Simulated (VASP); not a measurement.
A run of VASP 6.6.1:

File INCAR:

```
PREC = Accurate ; ENCUT = 520
EDIFF = 1E-6 ; ISMEAR = -1
SIGMA = 0.05 ; LREAL = F
LASPH = T ; NELM = 60
ALGO = Normal ; ISIF = 2
LWAVE = F ; LCHARG = F
GGA = PE ; NBANDS = 34
```

KPOINTS

```
regular mesh
0
Gamma
  7 7 7
```

File POSCAR:

```
ScRu3
1.0
   -1.9386622798      1.9386622798      4.0320406158
    1.9386622798     -1.9386622798      4.0320406158
    1.9386622798      1.9386622798     -4.0320406158
Ru Sc
3 1
Direct
    0.5000000000      0.5000000000      0.0000000000
    0.2500000000      0.7500000000      0.5000000000
    0.7500000000      0.2500000000      0.5000000000
    0.0000000000      0.0000000000      0.0000000000
```

Potentials or basis: VASP PAW PBE potentials, release 64 (Ru_pv, Sc_sv).

Launch:

```sh
$ cat potpaw_PBE.64/Ru_pv/POTCAR potpaw_PBE.64/Sc_sv/POTCAR > POTCAR
$ mpirun -np 1 vasp_std > vasp.out
```

Hardware: 1 thread of Intel(R) Xeon(R) Platinum 8259CL CPU @ 2.50GHz (Skylake/Cascade Lake) (shared host).

Task: How long does it take, and how much memory?

Result: It took 3 min on 1 thread of Intel(R) Xeon(R) Platinum 8259CL CPU @ 2.50GHz (Skylake/Cascade Lake), with other jobs on the host, peak memory 0.24 GiB. Counts: scf iterations 16, k points 40.
